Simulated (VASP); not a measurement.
Wanted: the native input for a VASP 6.6.1 run.

| Quantity | Value |
| --- | --- |
| Task | relaxation of cell and atoms |
| Functional | LDA |
| Potentials or basis | VASP PAW LDA potentials, release 64 (Os_sv_GW) |
| Cutoff | 560 eV |
| k mesh | 10 × 10 × 10 |
| Occupations | fermi-dirac, width 0.1 eV |
| Spin | no spin polarisation |
| Dipole correction | no |
| Further INCAR settings | ALGO = Normal; EDIFF = 1e-07; IBRION = 2; EDIFFG = -0.01; NSW = 80; ISIF = 3 |

The structure of Os lies in POSCAR:

```
Os
1.0
    0.0000000000      2.6631674351      2.6631674351
    2.6631674351      0.0000000000      2.6631674351
    2.6631674351      2.6631674351      0.0000000000
Os
2
Direct
    0.1250000000      0.1250000000      0.1250000000
    0.8750000000      0.8750000000      0.8750000000
```

This isn't the form of Os at room conditions, which is hcp.

These files were run (other wordings do the same):

INCAR

```
ALGO = Normal ; EDIFF = 1E-7
EDIFFG = -0.01 ; ENCUT = 560
GGA_COMPAT = False ; IBRION = 2
ISIF = 3 ; ISMEAR = -1
LASPH = True ; LCHARG = False
LREAL = False ; LWAVE = False
NELM = 120 ; NELMIN = 4
NSW = 80 ; PREC = Accurate
SIGMA = 0.1
```

KPOINTS

```
k-points
0
Gamma
  10 10 10
```

Potentials or basis: VASP PAW LDA potentials, release 64 (Os_sv_GW).

Launch:

```bash
$ cat potpaw_LDA.64/Os_sv_GW/POTCAR > POTCAR
$ mpirun -np 1 vasp_std > vasp.out
```

It gave:

```json
{"Relaxed volume": "20.47 Å³/atom", "Relaxed cell": "a = 3.868 Å, b = 3.868 Å, c = 3.868 Å, α = 60.00°, β = 60.00°, γ = 60.00°", "Space group after relaxing (to 0.1 Å)": "Fd-3m (No. 227)", "Pressure after relaxing": "0.1 GPa", "Band gap on the k mesh": "zero (bands 16 and 17 overlap by 1.16 eV)"}
```

Caveat: spin-orbit coupling is left out, which moves the levels of the heavy elements.

Run time: 2.9 min on 1 thread of Intel(R) Xeon(R) Platinum 8488C (Sapphire Rapids), on a shared host, peak memory 0.17 GiB.
